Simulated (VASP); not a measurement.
# SiC (P2_1) in VASP: notebook

Runs on SiC. Level: LDA. Tasks: single point.

Everything below comes from runs of VASP 6.6.1. Logs are shortened: lines on timing, memory, paths and dates and some standing lists are left out, and cuts for length are marked.

### Step 1. The cell of the first run

The structure is monoclinic, space group P2_1 (No. 4). Conventional cell: a = 3.056 Å, b = 5.016 Å, c = 5.293 Å, α = 90.00°, β = 90.00°, γ = 90.00°. Within 2.5 Å of Si (site symmetry 1) lie 4 C at 1.87 to 1.89 Å. Within 2.5 Å of Si (site symmetry 1) lie 4 C at 1.87 to 1.89 Å. Within 2.5 Å of C (site symmetry 1) lie 4 Si at 1.87 to 1.89 Å. C (site symmetry 1) has 4 Si at 1.87 to 1.89 Å within 2.5 Å.

### Step 2. Single point, LDA (atoms displaced along a vibrational mode)

INCAR

```
PREC = Accurate
ENCUT = 600
EDIFF = 1E-6
ISMEAR = 0
SIGMA = 0.05
LREAL = F
LASPH = T
NELM = 120
ALGO = Normal
ISIF = 2
LWAVE = F
LCHARG = F
GGA = CA
NBANDS = 26
GGA_COMPAT = F
```

KPOINTS

```
regular mesh
0
Gamma
  10 6 6
```

POSCAR

```
SiC
1.0
   -3.0561890844      0.0000000000      0.0000000000
    0.0000000000      0.0000000000     -5.0161734138
    0.0000000000     -5.2934747717      0.0000000000
Si C
4 4
Direct
    0.5123356242      0.9953958738      0.1666666667
    0.0010380739      0.9953958738      0.6666666667
   -0.0010380739      0.4953958738      0.3333333333
    0.4876643758      0.4953958738      0.8333333333
    0.4989770035      0.6196041262      0.1666666667
   -0.0112226384      0.6196041262      0.6666666667
    0.0112226384      0.1196041262      0.3333333333
    0.5010229965      0.1196041262      0.8333333333
```

Potentials or basis: VASP PAW LDA potentials, release 64 (Si, C).

Run with:

```sh
> cat potpaw_LDA.64/Si/POTCAR potpaw_LDA.64/C/POTCAR > POTCAR
> mpirun -np 1 vasp_std > vasp.out
```

OUTCAR:

```text
PREC = Accurate
   ENCUT = 600
   EDIFF = 1E-6
   ISMEAR = 0
   LREAL = F
   LASPH = T
   NELM = 120
   ISIF = 2
   GGA = CA

 ion  position               nearest neighbor table
   1  0.512  0.995  0.167-   7 1.87   8 1.87   7 1.87   5 1.89   2 3.04   2 3.04   3 3.05   3 3.05
                             4 3.07   4 3.07   2 3.07   2 3.07   3 3.09   3 3.09
   2  0.001  0.995  0.667-   8 1.87   8 1.87   7 1.87   6 1.89   1 3.04   1 3.04   4 3.05   4 3.05
                             3 3.07   3 3.07   1 3.07   1 3.07   4 3.09   4 3.09
   3  0.999  0.495  0.333-   5 1.87   5 1.87   6 1.87   7 1.89   4 3.04   4 3.04   1 3.05   1 3.05
                             2 3.07   2 3.07   4 3.07   4 3.07   1 3.09   1 3.09
   4  0.488  0.495  0.833-   6 1.87   5 1.87   6 1.87   8 1.89   3 3.04   3 3.04   2 3.05   2 3.05
                             1 3.07   1 3.07   3 3.07   3 3.07   2 3.09   2 3.09
   5  0.499  0.620  0.167-   3 1.87   3 1.87   4 1.87   1 1.89
   6  0.989  0.620  0.667-   4 1.87   3 1.87   4 1.87   2 1.89
   7  0.011  0.120  0.333-   1 1.87   2 1.87   1 1.87   3 1.89
   8  0.501  0.120  0.833-   2 1.87   2 1.87   1 1.87   4 1.89

  LATTYP: Found a simple orthorhombic cell.
 ALAT       =     3.0561890844
 B/A-ratio  =     1.6413164485
 C/A-ratio  =     1.7320508076

  Lattice vectors:

 A1 = (  -3.0561890844,   0.0000000000,   0.0000000000)
 A2 = (   0.0000000000,   0.0000000000,  -5.0161734138)
 A3 = (   0.0000000000,  -5.2934747717,   0.0000000000)

Analysis of symmetry for initial positions (statically):
=====================================================================
 Subroutine PRICEL returns:
 Original cell was already a primitive cell.

 Routine SETGRP: Setting up the symmetry group for a
 simple orthorhombic supercell.

 Subroutine GETGRP returns: Found  2 space group operations
 (whereof  1 operations were pure point group operations)
 out of a pool of  8 trial point group operations.

The static configuration has the point symmetry C_1 .
 The point group associated with its full space group is C_2 .

Analysis of symmetry for dynamics (positions and initial velocities):
=====================================================================
 Subroutine PRICEL returns:
 Original cell was already a primitive cell.

 Routine SETGRP: Setting up the symmetry group for a
 simple orthorhombic supercell.

 Subroutine GETGRP returns: Found  2 space group operations
 (whereof  1 operations were pure point group operations)
 out of a pool of  8 trial point group operations.

The dynamic configuration has the point symmetry C_1 .
 The point group associated with its full space group is C_2 .

 Subroutine INISYM returns: Found  2 space group operations
 (whereof  1 operations are pure point group operations),
 and found     1 'primitive' translations

----------------------------------------------------------------------------------------

                                     Primitive cell

  volume of cell :      81.1510

  direct lattice vectors                    reciprocal lattice vectors
    -3.056189084  0.000000000  0.000000000    -0.327204886  0.000000000  0.000000000
     0.000000000  0.000000000 -5.016173414     0.000000000  0.000000000 -0.199355149
     0.000000000 -5.293474772  0.000000000     0.000000000 -0.188911829  0.000000000

  length of vectors
     3.056189084  5.016173414  5.293474772     0.327204886  0.199355149  0.188911829

  position of ions in fractional coordinates (direct lattice)
     0.512335624  0.995395874  0.166666667
     0.001038074  0.995395874  0.666666667
     0.998961926  0.495395874  0.333333333
     0.487664376  0.495395874  0.833333333
     0.498977004  0.619604126  0.166666667
     0.988777362  0.619604126  0.666666667
     0.011222638  0.119604126  0.333333333
     0.501022996  0.119604126  0.833333333

  ion indices of the primitive-cell ions
   primitive index   ion index
                 1           1
                 2           2
                 3           3
                 4           4
                 5           5
                 6           6
                 7           7
                 8           8

----------------------------------------------------------------------------------------

 KPOINTS: regular mesh

Automatic generation of k-mesh.
 Grid dimensions read from file:
 generate k-points for:   10    6    6

 Generating k-lattice:

  Cartesian coordinates                     Fractional coordinates (reciprocal lattice)
    -0.032720489  0.000000000  0.000000000     0.100000000  0.000000000  0.000000000
     0.000000000  0.000000000 -0.033225858     0.000000000  0.166666667  0.000000000
     0.000000000 -0.031485305  0.000000000     0.000000000  0.000000000  0.166666667

  Length of vectors
     0.032720489  0.033225858  0.031485305

  Shift w.r.t. Gamma in fractional coordinates (k-lattice)
     0.000000000  0.000000000  0.000000000

 Subroutine IBZKPT returns following result:
 ===========================================

 Found    128 irreducible k-points:

 Following reciprocal coordinates:
            Coordinates               Weight
  0.000000  0.000000  0.000000      1.000000
  0.100000  0.000000  0.000000      2.000000
  0.200000  0.000000  0.000000      2.000000
  0.300000  0.000000  0.000000      2.000000
  0.400000  0.000000  0.000000      2.000000
  0.500000  0.000000  0.000000      1.000000
[... 16 lines left out ...]
  0.400000  0.500000  0.000000      2.000000
  0.500000  0.500000  0.000000      1.000000
 [... further k-points ...]
   k-points           NKPTS =    128   k-points in BZ     NKDIM =    128   number of bands    NBANDS=     26
   number of dos      NEDOS =    301   number of ions     NIONS =      8
   total plane-waves  NPLWV =  40320
   dimension x,y,z NGX =    24 NGY =   40 NGZ =   42
   dimension x,y,z NGXF=    48 NGYF=   80 NGZF=   84
   ions per type =               4   4
   NGX,Y,Z   is equivalent  to a cutoff of  13.06, 13.26, 13.19 a.u.
   NGXF,Y,Z  is equivalent  to a cutoff of  26.11, 26.51, 26.38 a.u.
 SYSTEM =  unknown system
   PREC   = accura    normal or accurate (medium, high low for compatibility)
   ISTART =      0    job   : 0-new  1-cont  2-samecut
   ICHARG =      2    charge: 1-file 2-atom 10-const
   ISPIN  =      1    spin polarized calculation?
   LNONCOLLINEAR =      F non collinear calculations
   LSORBIT =      F    spin-orbit coupling
   LASPH  =      T    aspherical Exc in radial PAW
   ENCUT  =  600.0 eV  44.10 Ry    6.64 a.u.   6.10 10.02 10.57*2*pi/ulx,y,z
   NELM   =    120;   NELMIN=  2; NELMDL= -5     # of ELM steps
   EDIFF  = 0.1E-05   stopping-criterion for ELM
   LREAL  =      F    real-space projection
[... 7 lines left out ...]
   TEBEG  =    0.0;   TEEND  =   0.0 temperature during run
   PSTRESS=    0.0 pullay stress
   NELECT =      32.0000    total number of electrons
   NUPDOWN=      -1.0000    fix difference up-down
   EMIN   =  10.00;   EMAX   =-10.00  energy-range for DOS
   EFERMI =   0.00;   METHOD = LEGACY
   ISMEAR =     0;   SIGMA  =   0.05  broadening in eV -4-tet -1-fermi 0-gaus
   EFERMI_NEDOS =   21; number of points for ismear=-14 and -15
   IALGO  =     38    algorithm
   IMIX   =      4    mixing-type and parameters
     AMIX     =   0.40;   BMIX     =  1.00
     AMIX_MAG =   1.60;   BMIX_MAG =  1.00
  volume/ion in A,a.u.               =      10.14        68.45
  Fermi-wavevector in a.u.,A,eV,Ry     =   1.200495  2.268606 19.608550  1.441188
  Thomas-Fermi vector in A             =   2.336329
   LORBIT       =      0    0 simple, 1 ext, 2 COOP (PROOUT), +10 PAW based schemes
   GGA     = CA    functional components
   LHFCALC =     F    Hartree Fock is set to
   AEXX    =    0.0000 exact exchange contribution
   IVDW    =     0    specifies the selected vdW correction
   LEPSILON=     F    determine dielectric tensor
   LRPA    =     F    only Hartree local field effects (RPA)
 non-spin polarized calculation
 Gauss-broadening in eV      SIGMA  =   0.05
  energy-cutoff  :      600.00
  volume of cell :       81.15
 maximum number of plane-waves:      2744
   NGX = 13   NGY = 21   NGZ = 21

 number of electron      32.0000001 magnetization

 Free energy of the ion-electron system (eV)
  ---------------------------------------------------
  ext. energy  EPLUGINS =         0.00000000
  ---------------------------------------------------
  free energy    TOTEN  =       -66.54691771 eV

  energy without entropy =      -66.54691771  energy(sigma->0) =      -66.54691771

 E-fermi :   8.6772     XC(G=0): -11.6334

 val. band max:        8.4754341488   @ k =   0.0000   0.0000   0.0000
 cond. band min:      10.5905517044   @ k =   0.3000   0.0000   0.0000
 fundamental gap:      2.1151175556
 Fermi energy:         8.6771644569

 k-point     1 :       0.0000    0.0000    0.0000
  band No.  band energies     occupation
      1      -7.1986      2.00000
      2      -3.7718      2.00000
      3      -3.5097      2.00000
      4      -2.2941      2.00000
      5      -0.3932      2.00000
      6       0.6443      2.00000
[... 18 lines left out ...]
     25      16.2446      0.00000
     26      17.3911      0.00000

 k-point     2 :       0.1000    0.0000    0.0000
  band No.  band energies     occupation
      1      -7.0660      2.00000
      2      -3.6535      2.00000
      3      -3.3959      2.00000
      4      -2.2505      2.00000
      5      -0.2702      2.00000
      6       0.7682      2.00000
[... 18 lines left out ...]
     25      16.4975      0.00000
[... 608 lines left out ...]
     25      17.2755      0.00000
     26      17.2755      0.00000

 k-point    24 :       0.5000    0.5000    0.0000
  band No.  band energies     occupation
      1      -3.1265      2.00000
      2      -3.1265      2.00000
      3      -3.0910      2.00000
      4      -3.0910      2.00000
      5       1.2385      2.00000
      6       1.2385      2.00000
[... 18 lines left out ...]
     25      17.7467      0.00000
     26      17.8063      0.00000

 [... further k-points ...]

------------------------ aborting loop because EDIFF is reached ----------------------------------------

  FORCE on cell =-STRESS in cart. coord.  units (eV):
  Direction    XX          YY          ZZ          XY          YZ          ZX
  --------------------------------------------------------------------------------------
  -------------------------------------------------------------------------------------
  Total        0.1123012      0.1443665      0.1135373     -0.0691357      0.0000000      0.0000000
  in kB        2.2171824      2.8502538      2.2415860     -1.3649591      0.0000000      0.0000000
  external PRESSURE =       2.4363407 kB  Pullay stress =       0.0000000 kB

 VOLUME and BASIS-vectors are now :
 -----------------------------------------------------------------------------
  energy-cutoff  :      600.00
  volume of cell :       81.15
      direct lattice vectors                 reciprocal lattice vectors
    -3.056189084  0.000000000  0.000000000    -0.327204886  0.000000000  0.000000000
     0.000000000  0.000000000 -5.016173414     0.000000000  0.000000000 -0.199355149
     0.000000000 -5.293474772  0.000000000     0.000000000 -0.188911829  0.000000000

 POSITION                                       TOTAL-FORCE (eV/Angst)
 -----------------------------------------------------------------------------------
     -1.56579     -0.88225     -4.99308         0.259427      0.004325      0.001347
     -0.00317     -3.52898     -4.99308         0.021290      0.002944      0.002080
     -3.05302     -1.76449     -2.48499        -0.021290     -0.002944      0.002080
     -1.49039     -4.41123     -2.48499        -0.259427     -0.004325      0.001347
     -1.52497     -0.88225     -3.10804        -0.009169      0.002124     -0.001520
     -3.02189     -3.52898     -3.10804        -0.100848      0.003489     -0.001907
     -0.03430     -1.76449     -0.59996         0.100848     -0.003489     -0.001907
     -1.53122     -4.41123     -0.59996         0.009169     -0.002124     -0.001520
 -----------------------------------------------------------------------------------
    total drift:                               -0.000000     -0.000001     -0.000619

  FREE ENERGIE OF THE ION-ELECTRON SYSTEM (eV)
  ---------------------------------------------------
  free  energy   TOTEN  =       -66.5469177059 eV

  energy  without entropy=      -66.5469177059  energy(sigma->0) =      -66.54691771
```

Run time: 3.6 min. Hardware: 1 thread of Oxide Virtual Turin-like, shared host; peak memory 0.31 GiB.

Results:

| Property | Result |
| --- | --- |
| Free energy | -66.5469 eV |
| Pressure | 0.2 GPa |
| Largest force | 0.259 eV/Å |
| Band gap on the k mesh | 2.12 eV |

Forces on the atoms (eV/Å):
```
Si   0.259  0.004  0.001
Si   0.021  0.003  0.002
Si  -0.021 -0.003  0.002
Si  -0.259 -0.004  0.001
C   -0.009  0.002 -0.002
C   -0.101  0.003 -0.002
C    0.101 -0.003 -0.002
C    0.009 -0.002 -0.002
```

Stress tensor (GPa, compression positive):
```
 0.22 -0.14  0.00
-0.14  0.29  0.00
 0.00  0.00  0.22
```

Levels at points of the mesh, in eV from the valence-band top:
```
           k point  band 12  band 13  band 14  band 15  band 16  band 17  band 18  band 19  band 20  band 21
(0.00, 0.00, 0.00)    -1.36    -1.24    -0.15    -0.08     0.00     2.68     4.12     4.88     6.37     6.55
(0.50, 0.00, 0.00)    -4.76    -3.02    -3.02    -2.75    -2.75     2.97     2.98     6.74     6.74     7.71
(0.00, 0.50, 0.00)    -2.37    -0.77    -0.77    -0.74    -0.74     3.21     3.21     5.19     5.19     5.95
(0.50, 0.50, 0.00)    -4.74    -2.14    -2.14    -2.07    -2.07     4.72     4.72     4.83     4.83     6.75
(0.00, 0.00, 0.50)    -2.59    -1.07    -1.07    -0.65    -0.64     3.97     3.98     5.75     5.75     7.36
(0.50, 0.00, 0.50)    -3.41    -3.40    -3.37    -1.25    -1.23     2.65     2.69     4.02     4.21     6.89
(0.00, 0.50, 0.50)    -3.04    -1.77    -1.77    -1.77    -1.77     4.42     4.42     4.42     4.42     7.33
(0.50, 0.50, 0.50)    -2.52    -2.40    -2.40    -2.36    -2.36     3.20     3.20     3.22     3.22     5.17
```

Caveat: the cell differs from its parent crystal (atoms displaced along a vibrational mode). A k mesh can miss the band edges.

(Continued in part 2 of 2.)
